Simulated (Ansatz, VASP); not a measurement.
## Two plane-wave programs on Al2P3

```
CELL_PARAMETERS angstrom
4.65587 0.00000 0.00000
0.00000 4.65587 0.00000
0.00000 0.00000 4.76917
ATOMIC_POSITIONS crystal
Al 0.50000 0.00000 0.00000
Al 0.00000 0.50000 0.00000
P 0.50000 0.00000 0.50000
P 0.00000 0.50000 0.50000
P 0.00000 0.00000 0.00000
```

Alike in both runs: functional PBE; k mesh 8 × 8 × 8; occupations gaussian, width 0.1 eV; no spin polarisation.

Ansatz relaxed the structure, and its values are those at the end. VASP's run is a single point on that final structure, the one shown.

|  | VASP | Ansatz |
| --- | --- | --- |
| version | VASP 6.6.1 | Ansatz 0.2.0 |
| potentials or method | VASP PAW PBE potentials, release 64 (Al, P), cutoff 520 eV | scalar-relativistic, plane waves, PAW |
| valence electrons in the cell | 21 | 21 |

Ansatz gave:

```
gap on the k mesh at the Fermi level (eV) : none
pressure (GPa)                            : 0.0
```

**Question.** What did VASP give for the same quantities?

**Answer.** gap on the k mesh at the Fermi level (eV): none; pressure (GPa): -0.1.

A gap of «none» marks a metal or a gap that the smearing closes.
